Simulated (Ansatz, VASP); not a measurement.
**SnSe: VASP beside Ansatz**

File INCAR:

```
ALGO = Normal
EDIFF = 1E-6
ENCUT = 500
GGA_COMPAT = False
ISIF = 2
ISMEAR = 1
LASPH = True
LCHARG = True
LELF = True
LREAL = False
LVHAR = True
LWAVE = False
NBANDS = 17
NELM = 120
PREC = Accurate
SIGMA = 0.02
```

KPOINTS

```
k-points
0
Gamma
  6 6 6
```

POSCAR

```
SnSe
1.0
    0.0000000000      3.0100000000      3.0100000000
    3.0100000000      0.0000000000      3.0100000000
    3.0100000000      3.0100000000      0.0000000000
Sn Se
1 1
Direct
    0.0000000000      0.0000000000      0.0000000000
    0.5000000000      0.5000000000      0.5000000000
```

Input for Ansatz:

```yaml
crystal:
  lattice:
    - [0.0, 3.01, 3.01]
    - [3.01, 0.0, 3.01]
    - [3.01, 3.01, 0.0]
  atoms:
    - { symbol: Sn, position: [0.0, 0.0, 0.0] }
    - { symbol: Se, position: [0.5, 0.5, 0.5] }
basis:
  ecutwfc: 450.0
kpoints:
  mp_grid:
    grid: [6, 6, 6]
hamiltonian:
  xc: lda
scf:
  occupations:
    method: methfessel_paxton
    width: 0.02
output:
  forces: true
  stress: true
```

Alike in both runs: task single point; functional LDA; k mesh 6 × 6 × 6; occupations methfessel-paxton of order 1, width 0.02 eV; no spin polarisation.

```csv
,VASP,Ansatz
version,VASP 6.6.1,Ansatz 0.2.0
potentials or method,"VASP PAW LDA potentials, release 64 (Sn_d, Se), cutoff 500 eV","plane waves, PAW"
valence electrons in the cell,20,30
```

```csv
,VASP,Ansatz,Ansatz less VASP
pressure (GPa),-3.6,-3.7,-0.09
```

LDA's correlation is that of Perdew and Zunger in VASP and of Perdew and Wang (1992) in Ansatz. VASP's potentials hold 20 valence electrons a cell and Ansatz's 30, so a difference there can come from the potentials and not from the codes.
